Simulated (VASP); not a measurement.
A run of VASP 6.6.1 is set up as follows.

File INCAR:

```
SYSTEM = KBr
PREC     = Accurate       ! precision mode
ENCUT    = 520            ! plane-wave cutoff, eV
EDIFF    = 1E-6           ! SCF threshold, eV
ISMEAR   = 0              ! smearing method
SIGMA    = 0.05           ! smearing width, eV
LREAL    = .FALSE.        ! projectors in reciprocal space
LASPH    = .TRUE.         ! aspherical terms in the spheres
NELM     = 100            ! most SCF steps
ALGO     = Normal         ! electronic algorithm
ISIF     = 2              ! what is computed and relaxed
LWAVE    = .FALSE.        ! write WAVECAR
LCHARG   = .TRUE.         ! write CHGCAR
GGA      = PE             ! functional
LELF     = .TRUE.         ! ELF
LVHAR    = .TRUE.       
NBANDS   = 15             ! bands
```

Contents of KPOINTS:

```
regular mesh
0
G
  6 6 6
  0 0 0
```

File POSCAR:

```
KBr
1.0
    0.0000000000      3.3748125000      3.4571250000
    3.3748125000      0.0000000000      3.4571250000
    3.3748125000      3.3748125000      0.0000000000
K Br
1 1
Direct
    0.0000000000      0.0000000000      0.0000000000
    0.5000000000      0.5000000000      0.5000000000
```

Potentials or basis: VASP PAW PBE potentials, release 64 (K_sv, Br).

Launch:

```console
$ cat potpaw_PBE.64/K_sv/POTCAR potpaw_PBE.64/Br/POTCAR > POTCAR
$ mpirun -np 1 vasp_std > vasp.out
```

(1) What does it give for the band gap on the k mesh?

(2) Estimate the pressure.

## Answers

(1) 4.20 eV.

(2) -0.5 GPa.

Caveat: the cell differs from its parent crystal (strain +0.025 along x and y, +0.050 along z).
